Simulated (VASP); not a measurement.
# Li in VASP: notebook, part 2 of 2

VASP 6.6.1.

## Step 3: Single point, LDA

Contents of INCAR:

```
SYSTEM = Li
PREC = Accurate ; ENCUT = 520
EDIFF = 1E-6 ; ISMEAR = 0
SIGMA = 0.05 ; LREAL = Auto
LASPH = .TRUE. ; NELM = 60
ALGO = Normal ; ISIF = 2
LWAVE = .FALSE. ; LCHARG = .FALSE.
NBANDS = 40
```

Contents of KPOINTS:

```
regular mesh
0
G
  4 4 1
  0 0 0
```

Contents of POSCAR:

```
Li
1.0
    6.9800000000      0.0000000000      0.0000000000
    3.4900000000      4.9356050000      0.0000000000
    0.0000000000      0.0000000000     20.4034080000
Li
17
Direct
   -0.2500000507      0.5000001013      0.0490114201
    0.2499999493      0.5000001013      0.0490114201
   -0.2500000000      1.0000000000      0.0490114201
    0.2500000000      1.0000000000      0.0490114201
   -0.0009978514      0.0046042988      0.1522754924
    0.4939861917      0.0027107113      0.1602104903
   -0.0047914506      0.5065849070      0.1567582729
    0.4960905449      0.5010020048      0.1580633490
   -0.2474920529      0.4979267992      0.2680475242
    0.2440979960      0.4895638934      0.2686313483
   -0.2300510602      1.0003193124      0.2612558647
    0.2309047352      0.9880389537      0.2660044342
    0.0006771803     -0.0229532144      0.3806988029
    0.5176908021     -0.0160363319      0.3569704630
    0.0036441145      0.4729742352      0.3855904367
    0.5019319045      0.4870470793      0.3816221780
    0.3544998012     -0.0323867084      0.4766202783
```

Potentials or basis: VASP PAW LDA potentials, release 64 (Li_sv).

On the command line:

```sh
cat potpaw_LDA.64/Li_sv/POTCAR > POTCAR
mpirun -np 1 vasp_std > vasp.out
```

OUTCAR:

```text
SYSTEM = Li
   PREC = Accurate
   ENCUT = 520
   EDIFF = 1E-6
   ISMEAR = 0
   LREAL = Auto
   LASPH = .TRUE.
   NELM = 60
   ISIF = 2

 ion  position               nearest neighbor table
   1  0.750  0.500  0.049-
   2  0.250  0.500  0.049-
   3  0.750  0.000  0.049-
   4  0.250  0.000  0.049-
   5  0.999  0.005  0.152-
   6  0.494  0.003  0.160-
[... 9 lines left out ...]
  16  0.502  0.487  0.382-
  17  0.354  0.968  0.477-

  LATTYP: Found a base centered orthorhombic cell.
 ALAT       =     6.9800000000
 B/A-ratio  =     1.4142134670
 C/A-ratio  =     2.9231243553

  Lattice vectors:

 A1 = (   3.4900000000,  -4.9356050000,   0.0000000000)
 A2 = (   3.4900000000,   4.9356050000,   0.0000000000)
 A3 = (   0.0000000000,   0.0000000000,  20.4034080000)

Analysis of symmetry for initial positions (statically):
=====================================================================
 Subroutine PRICEL returns:
 Original cell was already a primitive cell.

 Routine SETGRP: Setting up the symmetry group for a
 base centered orthorhombic supercell.

 Subroutine GETGRP returns: Found  1 space group operations
 (whereof  1 operations were pure point group operations)
 out of a pool of  8 trial point group operations.

The static configuration has the point symmetry C_1 .

Analysis of symmetry for dynamics (positions and initial velocities):
=====================================================================
 Subroutine PRICEL returns:
 Original cell was already a primitive cell.

 Routine SETGRP: Setting up the symmetry group for a
 base centered orthorhombic supercell.

 Subroutine GETGRP returns: Found  1 space group operations
 (whereof  1 operations were pure point group operations)
 out of a pool of  8 trial point group operations.

The dynamic configuration has the point symmetry C_1 .

 Subroutine INISYM returns: Found  1 space group operations
 (whereof  1 operations are pure point group operations),
 and found     1 'primitive' translations

----------------------------------------------------------------------------------------

                                     Primitive cell

  volume of cell :     702.9081

  direct lattice vectors                    reciprocal lattice vectors
     6.980000000  0.000000000  0.000000000     0.143266476 -0.101304703  0.000000000
     3.490000000  4.935605000  0.000000000     0.000000000  0.202609407  0.000000000
     0.000000000  0.000000000 20.403408000     0.000000000  0.000000000  0.049011420

  length of vectors
     6.980000000  6.044857047 20.403408000     0.175464885  0.202609407  0.049011420

  position of ions in fractional coordinates (direct lattice)
     0.749999949  0.500000101  0.049011420
     0.249999949  0.500000101  0.049011420
     0.750000000  0.000000000  0.049011420
     0.250000000  0.000000000  0.049011420
     0.999002149  0.004604299  0.152275492
     0.493986192  0.002710711  0.160210490
[... 9 lines left out ...]
     0.501931904  0.487047079  0.381622178
     0.354499801  0.967613292  0.476620278

  ion indices of the primitive-cell ions
   primitive index   ion index
                 1           1
                 2           2
                 3           3
                 4           4
                 5           5
                 6           6
[... 39 lines left out ...]
            Coordinates               Weight
  0.000000  0.000000  0.000000      1.000000
  0.250000 -0.000000  0.000000      2.000000
  0.250000  0.250000  0.000000      2.000000
  0.500000 -0.000000  0.000000      1.000000
  0.500000  0.500000  0.000000      1.000000
  0.000000  0.250000  0.000000      2.000000
  0.500000  0.250000  0.000000      2.000000
 -0.250000  0.250000  0.000000      2.000000
 -0.250000  0.500000  0.000000      2.000000
  0.000000  0.500000  0.000000      1.000000
   k-points           NKPTS =     10   k-points in BZ     NKDIM =     10   number of bands    NBANDS=     40
   number of dos      NEDOS =    301   number of ions     NIONS =     17
   total plane-waves  NPLWV = 414720
   dimension x,y,z NGX =    54 NGY =   48 NGZ =  160
   dimension x,y,z NGXF=   108 NGYF=   96 NGZF=  320
   ions per type =              17
   NGX,Y,Z   is equivalent  to a cutoff of  12.86, 13.20, 13.04 a.u.
   NGXF,Y,Z  is equivalent  to a cutoff of  25.72, 26.40, 26.07 a.u.
 SYSTEM =  Li
   PREC   = accura    normal or accurate (medium, high low for compatibility)
   ISTART =      0    job   : 0-new  1-cont  2-samecut
   ICHARG =      2    charge: 1-file 2-atom 10-const
   ISPIN  =      1    spin polarized calculation?
   LNONCOLLINEAR =      F non collinear calculations
   LSORBIT =      F    spin-orbit coupling
   LASPH  =      T    aspherical Exc in radial PAW
   ENCUT  =  520.0 eV  38.22 Ry    6.18 a.u.  12.98 11.24 37.94*2*pi/ulx,y,z
   NELM   =     60;   NELMIN=  2; NELMDL= -5     # of ELM steps
   EDIFF  = 0.1E-05   stopping-criterion for ELM
   LREAL  =      T    real-space projection
   EDIFFG = 0.1E-04   stopping-criterion for IOM
   NSW    =      0    number of steps for IOM
[... 5 lines left out ...]
   TEBEG  =    0.0;   TEEND  =   0.0 temperature during run
   PSTRESS=    0.0 pullay stress
   NELECT =      51.0000    total number of electrons
   NUPDOWN=      -1.0000    fix difference up-down
   EMIN   =  10.00;   EMAX   =-10.00  energy-range for DOS
   EFERMI =   0.00;   METHOD = LEGACY
   ISMEAR =     0;   SIGMA  =   0.05  broadening in eV -4-tet -1-fermi 0-gaus
   EFERMI_NEDOS =   21; number of points for ismear=-14 and -15
   IALGO  =     38    algorithm
   IMIX   =      4    mixing-type and parameters
     AMIX     =   0.40;   BMIX     =  1.00
     AMIX_MAG =   1.60;   BMIX_MAG =  1.00
  volume/ion in A,a.u.               =      41.35       279.03
  Fermi-wavevector in a.u.,A,eV,Ry     =   0.682808  1.290320  6.343403  0.466227
  Thomas-Fermi vector in A             =   1.761989
   LORBIT       =      0    0 simple, 1 ext, 2 COOP (PROOUT), +10 PAW based schemes
   GGA     = CA    functional components
   LHFCALC =     F    Hartree Fock is set to
   AEXX    =    0.0000 exact exchange contribution
   IVDW    =     0    specifies the selected vdW correction
   LEPSILON=     F    determine dielectric tensor
   LRPA    =     F    only Hartree local field effects (RPA)
 non-spin polarized calculation
 Gauss-broadening in eV      SIGMA  =   0.05
  energy-cutoff  :      520.00
  volume of cell :      702.91
 maximum number of plane-waves:     18950
 NGX is ok and might be reduce to    54
   NGX = 25   NGY = 23   NGZ = 75

 number of electron      50.9999994 magnetization

 Free energy of the ion-electron system (eV)
  ---------------------------------------------------
  ext. energy  EPLUGINS =         0.00000000
  ---------------------------------------------------
  free energy    TOTEN  =       -32.06497574 eV

  energy without entropy =      -32.05059191  energy(sigma->0) =      -32.05778383

 E-fermi :  -1.0695     XC(G=0):  -4.3287

 val. band max:       -1.0746748287   @ k =   0.5000   0.2500   0.0000
 cond. band min:      -1.0457262273   @ k =   0.2500   0.2500   0.0000
 fundamental gap:      0.0289486013
 Fermi energy:        -1.0695087181

 k-point     1 :       0.0000    0.0000    0.0000
  band No.  band energies     occupation
      1     -48.4268      2.00000
      2     -47.1799      2.00000
      3     -47.1709      2.00000
      4     -47.1691      2.00000
      5     -47.1633      2.00000
      6     -47.1102      2.00000
[... 389 lines left out ...]
     36       1.3575      0.00000
     37       1.8469      0.00000
 [bands above 37 left out]

------------------------ aborting loop because EDIFF is reached ----------------------------------------

  FORCE on cell =-STRESS in cart. coord.  units (eV):
  Direction    XX          YY          ZZ          XY          YZ          ZX
  --------------------------------------------------------------------------------------
  -------------------------------------------------------------------------------------
  Total       -2.5033455     -1.5567793     -0.1513094      0.0391679     -0.0308881      0.1434862
  in kB       -5.7060141     -3.5484534     -0.3448879      0.0892776     -0.0704049      0.3270561
  external PRESSURE =      -3.1997851 kB  Pullay stress =       0.0000000 kB

 VOLUME and BASIS-vectors are now :
 -----------------------------------------------------------------------------
  energy-cutoff  :      520.00
  volume of cell :      702.91
      direct lattice vectors                 reciprocal lattice vectors
     6.980000000  0.000000000  0.000000000     0.143266476 -0.101304703  0.000000000
     3.490000000  4.935605000  0.000000000     0.000000000  0.202609407  0.000000000
     0.000000000  0.000000000 20.403408000     0.000000000  0.000000000  0.049011420

 POSITION                                       TOTAL-FORCE (eV/Angst)
 -----------------------------------------------------------------------------------
      6.98000      2.46780      1.00000        -0.012992     -0.008276      0.012085
      3.49000      2.46780      1.00000        -0.000178      0.002981      0.008691
      5.23500      0.00000      1.00000        -0.032079     -0.003181      0.010923
      1.74500      0.00000      1.00000         0.029751      0.007266     -0.044958
      6.98910      0.02273      3.10694         0.005551      0.004996      0.000300
      3.45748      0.01338      3.26884        -0.003783      0.002862      0.003959
[... 9 lines left out ...]
      5.20328      2.40387      7.78639        -0.003243      0.006591      0.006236
      5.85138      4.77576      9.72468         0.024869     -0.004104     -0.010276
 -----------------------------------------------------------------------------------
    total drift:                                0.008222     -0.001853     -0.001952

  FREE ENERGIE OF THE ION-ELECTRON SYSTEM (eV)
  ---------------------------------------------------
  free  energy   TOTEN  =       -32.0649757402 eV

  energy  without entropy=      -32.0505919117  energy(sigma->0) =      -32.05778383
```

Run time: 7.2 min. Hardware: 1 thread of AMD EPYC 9R45 (Zen 5), shared host; peak memory 0.6 GiB.

What came out:

```yaml
Free_energy: -32.0650 eV
Largest_force: 0.054 eV/Å
Band_gap_on_the_k_mesh: zero (an odd number of electrons rules out a gap without spin polarisation)
```

Forces on the atoms (eV/Å):
```
Li  -0.013 -0.008  0.012
Li   0.000  0.003  0.009
Li  -0.032 -0.003  0.011
Li   0.030  0.007 -0.045
Li   0.006  0.005  0.000
Li  -0.004  0.003  0.004
Li  -0.001 -0.001 -0.007
Li   0.001 -0.006  0.002
Li  -0.005 -0.002 -0.010
Li   0.002 -0.002  0.001
Li   0.000  0.001 -0.003
Li   0.003  0.011 -0.007
Li   0.003 -0.002  0.023
Li  -0.010 -0.001  0.007
Li  -0.001 -0.007  0.007
Li  -0.003  0.007  0.006
Li   0.025 -0.004 -0.010
```

Caveat: the cutoff is under 1.25 times the usual one of these potentials, so pressure, stress and relaxed cells hold a basis-set (Pulay) error; there is no dipole correction, which matters where the two faces differ.

## Step 4: Single point, LDA

Contents of INCAR:

```
SYSTEM = Li
PREC     = Accurate       ! precision mode
ENCUT    = 520            ! plane-wave cutoff, eV
EDIFF    = 1E-7           ! SCF threshold, eV
ISMEAR   = 0              ! smearing method
SIGMA    = 0.05           ! smearing width, eV
LREAL    = Auto         
LASPH    = .True.         ! aspherical terms in the spheres
NELM     = 80             ! most SCF steps
ALGO     = Normal         ! electronic algorithm
ISIF     = 2              ! what is computed and relaxed
LWAVE    = .False.        ! write WAVECAR
LCHARG   = .False.        ! write CHGCAR
GGA      = CA             ! functional
NBANDS   = 40             ! bands
```

Contents of KPOINTS:

```
regular mesh
0
Gamma
  4 4 1
  0 0 0
```

Contents of POSCAR:

```
Li
1.0
    6.9800000000      0.0000000000      0.0000000000
    3.4900000000      4.9356050000      0.0000000000
    0.0000000000      0.0000000000     20.4034080000
Li
17
Direct
   -0.2500000507      0.5000001013      0.0490114201
    0.2499999493      0.5000001013      0.0490114201
   -0.2500000000      1.0000000000      0.0490114201
    0.2500000000      1.0000000000      0.0490114201
   -0.0182054329      0.0391635878      0.1523265623
    0.4788775331      0.0302601201      0.1604881890
   -0.0182178901      0.5387758947      0.1555670504
    0.4778603238      0.5304845100      0.1590121611
   -0.2487507214      0.5114716433      0.2664490658
    0.2285899825      0.5029071411      0.2698942745
   -0.2433720537      1.0228624454      0.2618858085
    0.2231443036      1.0007002181      0.2668532629
    0.0197430487     -0.0679594498      0.3820721029
    0.5259070359     -0.0379003182      0.3580816499
    0.0117503835      0.4346164249      0.3887864223
    0.5228738633      0.4539943938      0.3783867871
    0.3796466213     -0.0834153057      0.4763435599
```

On the command line:

```sh
cat potpaw_LDA.64/Li_sv/POTCAR > POTCAR
mpirun -np 1 vasp_std > vasp.out
```

Wall time 7.3 min (1 thread of AMD EPYC 9R45 (Zen 5), shared host); peak memory 0.6 GiB.

It converged, with:

```
Free energy            : -32.0663 eV
Largest force          : 0.051 eV/Å
Band gap on the k mesh : zero (an odd number of electrons rules out a gap without spin polarisation)
```

Forces on the atoms (eV/Å):
```
Li  -0.019 -0.003  0.010
Li   0.007 -0.005 -0.002
Li  -0.030 -0.004  0.009
Li   0.025  0.011 -0.043
Li   0.004  0.001  0.007
Li  -0.005 -0.002 -0.004
Li  -0.003 -0.002 -0.004
Li   0.000 -0.007  0.005
Li  -0.001  0.000 -0.001
Li   0.003 -0.018  0.007
Li   0.007  0.000 -0.005
Li  -0.014  0.003  0.015
Li  -0.012  0.009  0.007
Li   0.014  0.009 -0.015
Li   0.000  0.008 -0.018
Li   0.007  0.018  0.019
Li   0.017 -0.018  0.013
```

Levels at points of the mesh, in eV from the Fermi level:
```tsv
k point	band 22	band 23	band 24	band 25	band 26	band 27	band 28	band 29
(0.00, 0.00, 0.00)	-0.17	-0.15	-0.12	-0.08	0.16	0.17	0.18	0.24
(0.50, 0.00, 0.00)	-0.99	-0.82	-0.37	-0.31	0.17	0.23	0.33	0.35
(0.50, 0.50, 0.00)	-0.99	-0.80	-0.35	-0.33	0.15	0.24	0.33	0.35
(0.00, 0.50, 0.00)	-1.13	-1.10	-0.72	-0.51	-0.48	-0.47	0.39	0.49
```

Caveat: the cutoff is under 1.25 times the usual one of these potentials, so pressure, stress and relaxed cells hold a basis-set (Pulay) error; there is no dipole correction, which matters where the two faces differ.

## Step 5: Single point, LDA

Contents of INCAR:

```
SYSTEM = Li
PREC = Accurate ; ENCUT = 520
EDIFF = 1E-7 ; ISMEAR = 0
SIGMA = 0.05 ; LREAL = Auto
LASPH = .TRUE. ; NELM = 60
ALGO = Normal ; ISIF = 2
LWAVE = .FALSE. ; LCHARG = .FALSE.
GGA = CA ; NBANDS = 40
```

Contents of KPOINTS:

```
Automatic mesh
0
G
  4 4 1
  0 0 0
```

Contents of POSCAR:

```
Li
1.0
    6.9800000000      0.0000000000      0.0000000000
    3.4900000000      4.9356050000      0.0000000000
    0.0000000000      0.0000000000     20.4034080000
Li
17
Direct
   -0.2500000507      0.5000001013      0.0490114201
    0.2499999493      0.5000001013      0.0490114201
   -0.2500000000      1.0000000000      0.0490114201
    0.2500000000      1.0000000000      0.0490114201
   -0.0110495441      0.0334816097      0.1552129919
    0.4790027064      0.0300745299      0.1576439093
   -0.0180460346      0.5381786022      0.1547627730
    0.4853246100      0.5254407514      0.1599385750
   -0.2395576958      0.5134239875      0.2678038394
    0.2260345136      0.5085226634      0.2690758818
   -0.2570677030      1.0297511653      0.2619211947
    0.2402345565      1.0031586806      0.2687627479
    0.0067485734     -0.0466392671      0.3757372788
    0.5334720519     -0.0351438172      0.3679087827
    0.0250016965      0.4374312774      0.3909665483
    0.5153489179      0.4734124793      0.3754233606
    0.3294878042     -0.1043882158      0.4795099427
```

On the command line:

```sh
cat potpaw_LDA.64/Li_sv/POTCAR > POTCAR
mpirun -np 1 vasp_std > vasp.out
```

Wall time 7.5 min (1 thread of AMD EPYC 9R45 (Zen 5), shared host); peak memory 0.6 GiB.

Results (log left out):

- Free energy: -32.0595 eV
- Largest force: 0.053 eV/Å
- Band gap on the k mesh: zero (an odd number of electrons rules out a gap without spin polarisation)

Forces on the atoms (eV/Å):
```
Li  -0.016 -0.008  0.007
Li   0.015 -0.006  0.001
Li  -0.007 -0.004  0.023
Li   0.010  0.013 -0.050
Li   0.002  0.002  0.003
Li  -0.002  0.000  0.007
Li  -0.001  0.003 -0.005
Li  -0.002  0.002  0.001
Li  -0.002  0.010  0.006
Li   0.007  0.001  0.002
Li  -0.005 -0.004 -0.007
Li  -0.006 -0.008  0.000
Li  -0.005  0.004  0.006
Li   0.005 -0.001  0.006
Li  -0.003 -0.002  0.000
Li   0.000  0.005 -0.003
Li   0.011 -0.008  0.003
```

Levels at points of the mesh, in eV from the Fermi level:
```tsv
k point	band 22	band 23	band 24	band 25	band 26	band 27	band 28	band 29
(0.00, 0.00, 0.00)	-0.14	-0.14	-0.12	-0.08	0.15	0.17	0.19	0.21
(0.50, 0.00, 0.00)	-1.00	-0.81	-0.36	-0.31	0.14	0.24	0.31	0.35
(0.50, 0.50, 0.00)	-1.00	-0.79	-0.35	-0.32	0.13	0.24	0.30	0.35
(0.00, 0.50, 0.00)	-1.12	-1.10	-0.73	-0.51	-0.49	-0.46	0.42	0.46
```

Caveat: the cutoff is under 1.25 times the usual one of these potentials, so pressure, stress and relaxed cells hold a basis-set (Pulay) error; there is no dipole correction, which matters where the two faces differ.

## Step 6: Overview

```csv
cell,gap on the mesh (eV),largest force (eV/Å)
"as given, atomic positions A",none,0.06
"as given, atomic positions B",none,0.05
"as given, atomic positions C",none,0.05
"as given, atomic positions D",none,0.05
```

Alike in all rows: task single point; level LDA; potentials or basis VASP PAW LDA potentials, release 64 (Li_sv); no spin polarisation; k mesh 4 × 4 × 1; cutoff (eV) 520; smearing gaussian 0.05 eV.

Caveats: the cutoff is under 1.25 times the usual one of these potentials, so pressure, stress and relaxed cells hold a basis-set (Pulay) error; there is no dipole correction, which matters where the two faces differ.

Total energies depend on the potentials used, so only differences within one code and one set of settings carry meaning.

The gap in the log of VASP goes by the Fermi energy; the results here count the filled bands.